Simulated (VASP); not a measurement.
# Ni (Fm-3m) in VASP: single point with PBEsol

Aim: the single point of Ni with PBEsol.

Program: VASP 6.6.1. These are calculated values, not measurements. Logs are shortened: lines on timing, memory, paths and dates and some standing lists are left out, and cuts for length are marked.

### 1 The cell of the first run

The structure is cubic, space group Fm-3m (No. 225). Conventional cell: a = 3.462 Å, b = 3.462 Å, c = 3.462 Å, α = 90.00°, β = 90.00°, γ = 90.00°. Within 3.2 Å of Ni (site symmetry m-3m) lie 12 Ni at 2.45 Å.

### 2 Single point, PBEsol, collinear spin, ferromagnetic start

Input file INCAR:

```
SYSTEM = Ni
ALGO = Normal ; EDIFF = 1E-6
ENCUT = 520 ; GGA = PS
ISIF = 2 ; ISMEAR = 1
ISPIN = 2 ; LASPH = .True.
LCHARG = .False. ; LMAXMIX = 4
LORBIT = 11 ; LREAL = .False.
LWAVE = .False. ; MAGMOM = 0.65
NBANDS = 15 ; NELM = 150
PREC = Accurate ; SIGMA = 0.1
```

Input file KPOINTS:

```
k-points
0
Gamma
  18 18 18
  0 0 0
```

Input file POSCAR:

```
Ni
1.0
    0.0000000000      1.7309516975      1.7309516975
    1.7309516975      0.0000000000      1.7309516975
    1.7309516975      1.7309516975      0.0000000000
Ni
1
Direct
    0.0000000000      0.0000000000      0.0000000000
```

Potentials or basis: VASP PAW PBE potentials, release 64 (Ni).

On the command line:

```sh
> cat potpaw_PBE.64/Ni/POTCAR > POTCAR
> mpirun -np 1 vasp_std > vasp.out
```

OUTCAR:

```text
SYSTEM = Ni
   EDIFF = 1E-6
   ENCUT = 520
   GGA = PS
   ISIF = 2
   ISMEAR = 1
   ISPIN = 2
   LASPH = .True.
   LORBIT = 11
   LREAL = .False.
   NELM = 150
   PREC = Accurate

 ion  position               nearest neighbor table
   1  0.000  0.000  0.000-

  LATTYP: Found a face centered cubic cell.
 ALAT       =     3.4619033950

  Lattice vectors:

 A1 = (   0.0000000000,   1.7309516975,   1.7309516975)
 A2 = (   1.7309516975,   0.0000000000,   1.7309516975)
 A3 = (   1.7309516975,   1.7309516975,   0.0000000000)

Analysis of symmetry for initial positions (statically):
=====================================================================
 Subroutine PRICEL returns:
 Original cell was already a primitive cell.

 Routine SETGRP: Setting up the symmetry group for a
 face centered cubic supercell.

 Subroutine GETGRP returns: Found 48 space group operations
 (whereof 48 operations were pure point group operations)
 out of a pool of 48 trial point group operations.

The static configuration has the point symmetry O_h .

Analysis of symmetry for dynamics (positions and initial velocities):
=====================================================================
 Subroutine PRICEL returns:
 Original cell was already a primitive cell.

 Routine SETGRP: Setting up the symmetry group for a
 face centered cubic supercell.

 Subroutine GETGRP returns: Found 48 space group operations
 (whereof 48 operations were pure point group operations)
 out of a pool of 48 trial point group operations.

The dynamic configuration has the point symmetry O_h .

Analysis of structural, dynamic, and magnetic symmetry:
=====================================================================
 Subroutine PRICEL returns:
 Original cell was already a primitive cell.

 Routine SETGRP: Setting up the symmetry group for a
 face centered cubic supercell.

 Subroutine GETGRP returns: Found 48 space group operations
 (whereof 48 operations were pure point group operations)
 out of a pool of 48 trial point group operations.

The overall configuration has the point symmetry O_h .

 Subroutine INISYM returns: Found 48 space group operations
 (whereof 48 operations are pure point group operations),
 and found     1 'primitive' translations

----------------------------------------------------------------------------------------

                                     Primitive cell

  volume of cell :      10.3725

  direct lattice vectors                    reciprocal lattice vectors
     0.000000000  1.730951698  1.730951698    -0.288858436  0.288858436  0.288858436
[... 118 lines left out ...]
  volume of cell :       10.37
 maximum number of plane-waves:       292
   NGX =  9   NGY =  9   NGZ =  9

 number of electron      10.0000000 magnetization       0.6500000

 number of electron       9.9999993 magnetization       0.6111979

 Free energy of the ion-electron system (eV)
  ---------------------------------------------------
  ext. energy  EPLUGINS =         0.00000000
  ---------------------------------------------------
  free energy    TOTEN  =        -6.13708669 eV

  energy without entropy =       -6.13735877  energy(sigma->0) =       -6.13717738

 E-fermi :   9.8803     XC(G=0): -13.7212

 val. band max:        9.8757587298   @ k =   0.3889   0.3889   0.0000
 cond. band min:       9.8911817221   @ k =  -0.4444   0.5000   0.0556
 fundamental gap:      0.0154229924
 Fermi energy:         9.8803429073

 spin component 1

 k-point     1 :       0.0000    0.0000    0.0000
  band No.  band energies     occupation
      1       0.4810      1.00000
      2       7.3304      1.00000
      3       7.3304      1.00000
      4       7.3304      1.00000
      5       8.5899      1.00000
      6       8.5899      1.00000
      7      33.9788      0.00000
      8      38.1975      0.00000
      9      38.1975      0.00000
     10      38.1975      0.00000
     11      41.2802      0.00000
     12      41.2802      0.00000
     13      41.2802      0.00000
     14      44.1892      0.00000
[... 403 lines left out ...]
      4       7.6230      1.00000
      5       8.4819      1.00000
      6       8.8206      1.00000
      7      25.3114      0.00000
      8      32.4661      0.00000
      9      35.9591      0.00000
     10      38.1721      0.00000
     11      40.5689      0.00000
     12      40.8391      0.00000
     13      45.3446      0.00000
     14      46.5304      0.00000
     15      49.5973      0.00000

 [... further k-points ...]

 spin component 2

 k-point     1 :       0.0000    0.0000    0.0000
  band No.  band energies     occupation
      1       0.4724      1.00000
      2       8.0419      1.00000
      3       8.0419      1.00000
      4       8.0419      1.00000
      5       9.1789      1.00000
      6       9.1789      1.00000
      7      33.8754      0.00000
      8      38.1937      0.00000
      9      38.1937      0.00000
     10      38.1937      0.00000
     11      41.4039      0.00000
     12      41.4039      0.00000
     13      41.4039      0.00000
     14      44.1045      0.00000
[... 403 lines left out ...]
      4       8.2978      1.00000
      5       9.1120      1.00000
      6       9.4657      1.00000
      7      25.4633      0.00000
      8      32.4995      0.00000
      9      35.9584      0.00000
     10      38.2630      0.00000
     11      40.6285      0.00000
     12      40.8415      0.00000
     13      45.3631      0.00000
     14      46.6534      0.00000
     15      49.7776      0.00000

 [... further k-points ...]
[... 5 lines left out ...]
  --------------------------------------------------------------------------------------
  -------------------------------------------------------------------------------------
  Total       -0.0033420     -0.0033420     -0.0033420     -0.0000000     -0.0000000      0.0000000
  in kB       -0.5162215     -0.5162215     -0.5162215     -0.0000000     -0.0000000      0.0000000
  external PRESSURE =      -0.5162215 kB  Pullay stress =       0.0000000 kB

 VOLUME and BASIS-vectors are now :
 -----------------------------------------------------------------------------
  energy-cutoff  :      520.00
  volume of cell :       10.37
      direct lattice vectors                 reciprocal lattice vectors
     0.000000000  1.730951698  1.730951698    -0.288858436  0.288858436  0.288858436
     1.730951698  0.000000000  1.730951698     0.288858436 -0.288858436  0.288858436
     1.730951698  1.730951698  0.000000000     0.288858436  0.288858436 -0.288858436

 POSITION                                       TOTAL-FORCE (eV/Angst)
 -----------------------------------------------------------------------------------
      0.00000      0.00000      0.00000        -0.000000      0.000000     -0.000000
 -----------------------------------------------------------------------------------
    total drift:                                0.000000     -0.000000     -0.000000

  FREE ENERGIE OF THE ION-ELECTRON SYSTEM (eV)
  ---------------------------------------------------
  free  energy   TOTEN  =        -6.1370866910 eV

  energy  without entropy=       -6.1373587706  energy(sigma->0) =       -6.13717738

 total charge

# of ion       s       p       d       tot
------------------------------------------
    1        0.521   0.547   8.335   9.403

 magnetization (x)

# of ion       s       p       d       tot
------------------------------------------
    1       -0.006  -0.024   0.647   0.617
```

OSZICAR:

```text
N       E                     dE             d eps       ncg     rms          rms(c)
DAV:   1     0.326967217660E+02    0.32697E+02   -0.41950E+03 12365   0.871E+02
DAV:   2    -0.595052751286E+01   -0.38647E+02   -0.35907E+02 13198   0.165E+02
DAV:   3    -0.734038395782E+01   -0.13899E+01   -0.13730E+01 14374   0.308E+01
DAV:   4    -0.734811621434E+01   -0.77323E-02   -0.77312E-02 14371   0.218E+00
DAV:   5    -0.734819779938E+01   -0.81585E-04   -0.81584E-04 14702   0.205E-01    0.111E+01
DAV:   6    -0.647699385687E+01    0.87120E+00   -0.14840E+01 16978   0.427E+01    0.569E+00
DAV:   7    -0.615810703758E+01    0.31889E+00   -0.23223E+00 15079   0.152E+01    0.201E+00
DAV:   8    -0.614026807264E+01    0.17839E-01   -0.27315E-02 15196   0.113E+00    0.935E-01
DAV:   9    -0.613771668520E+01    0.25514E-02   -0.15837E-03 19386   0.226E-01    0.273E-01
DAV:  10    -0.613710280272E+01    0.61388E-03   -0.49879E-04 19398   0.110E-01    0.377E-02
DAV:  11    -0.613708486486E+01    0.17938E-04   -0.25976E-05 17585   0.335E-02    0.287E-02
DAV:  12    -0.613708637338E+01   -0.15085E-05   -0.21699E-06 11396   0.945E-03    0.637E-03
DAV:  13    -0.613708669098E+01   -0.31760E-06   -0.39289E-07  9640   0.449E-03
   1 F= -.61370867E+01 E0= -.61371774E+01  d E =0.272080E-03  mag=     0.6113
```

stdout:

```text
POSCAR found type information on POSCAR Ni
 POSCAR found :  1 types and       1 ions
 scaLAPACK will be used
 -----------------------------------------------------------------------------
|                                                                             |
|                                                                             |
|     You enforced a specific xc type in the INCAR file but a different       |
|     I HOPE YOU KNOW WHAT YOU ARE DOING!                                     |
|                                                                             |
 -----------------------------------------------------------------------------

 LDA part: xc-table for (Slater+PW92), standard interpolation
 POSCAR, INCAR and KPOINTS ok, starting setup
 FFT: planning ... GRIDC
 FFT: planning ... GRID_SOFT
 FFT: planning ... GRID
 WAVECAR not read
 entering main loop
```

It took 36 s on 1 thread of Intel Xeon Platinum 8488C (Sapphire Rapids), shared host; peak memory 0.16 GiB.

Results:

```yaml
Free_energy: -6.1371 eV
Pressure: -0.1 GPa
Net_moment: 0.61 μB per cell
Site_moments: Ni +0.62 μB
Valence_electrons_inside_the_program's_atomic_spheres: Ni 9.40
```

Caveat: the PAW data sets were made with another functional, which shifts forces and pressure a little.
